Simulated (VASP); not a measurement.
A run of VASP 6.6.1:

Contents of INCAR:

```
PREC = Accurate
ENCUT = 520
EDIFF = 1E-6
ISMEAR = -1
SIGMA = 0.05
LREAL = False
LASPH = True
NELM = 80
ALGO = Normal
ISIF = 2
LWAVE = False
LCHARG = False
NBANDS = 8
```

KPOINTS

```
Automatic mesh
0
Gamma
  12 12 12
```

POSCAR

```
Li
1.0
   -1.7161670000      1.7161670000      1.7161670000
    1.7161670000     -1.7161670000      1.7161670000
    1.7161670000      1.7161670000     -1.7161670000
Li
1
Direct
    0.0000000000      0.0000000000      0.0000000000
```

Potentials or basis: VASP PAW LDA potentials, release 64 (Li_sv).

The run is started by

```console
$ cat potpaw_LDA.64/Li_sv/POTCAR > POTCAR
$ mpirun -np 1 vasp_std > vasp.out
```

Hardware: 1 thread of Intel Xeon 8259CL, with other jobs on the host.

Estimate the wall time of this run.

Run time: 6.7 s on 1 thread of Intel Xeon 8259CL (shared host), peak memory 0.12 GiB. Counts: scf iterations 9, k points 72.
